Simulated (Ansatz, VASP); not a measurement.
**One calculation of Cd5Se, two programs**

```
Cd Se
1.0
     3.26688    1.88614    4.08599
    -3.26688    1.88614    4.08599
     0.00000   -3.77227    4.08599
Cd Se
5 1
Cartesian
  0.0000 -1.8861 2.0430
  1.6334 0.9431 2.0430
  -1.6334 0.9431 2.0430
  0.0000 0.0000 4.6179
  0.0000 0.0000 7.6400
  0.0000 0.0000 0.0000
```

Alike in both runs: functional PBE; k mesh 3 × 3 × 3; occupations gaussian, width 0.1 eV; no spin polarisation.

Ansatz relaxed the structure, and its values are those at the end. VASP's run is a single point on that final structure, the one shown.

```csv
,VASP,Ansatz
version,VASP 6.6.1,Ansatz 0.2.0
potentials or method,"VASP PAW PBE potentials, release 64 (Cd, Se), cutoff 520 eV","scalar-relativistic, plane waves, PAW"
valence electrons in the cell,66,116
```

|  | VASP | Ansatz | Ansatz less VASP |
| --- | --- | --- | --- |
| gap on the k mesh at the Fermi level (eV) | none | none | - |
| pressure (GPa) | 0.3 | 0.1 | -0.22 |
| rms of the force components (eV/Å) | 0.007 | 0.007 | -0.0008 |

A gap of «none» marks a metal or a gap that the smearing closes. VASP's potentials hold 66 valence electrons a cell and Ansatz's 116, so a difference there can come from the potentials and not from the codes.

The k mesh is coarse, so the values compare programs but aren't converged.
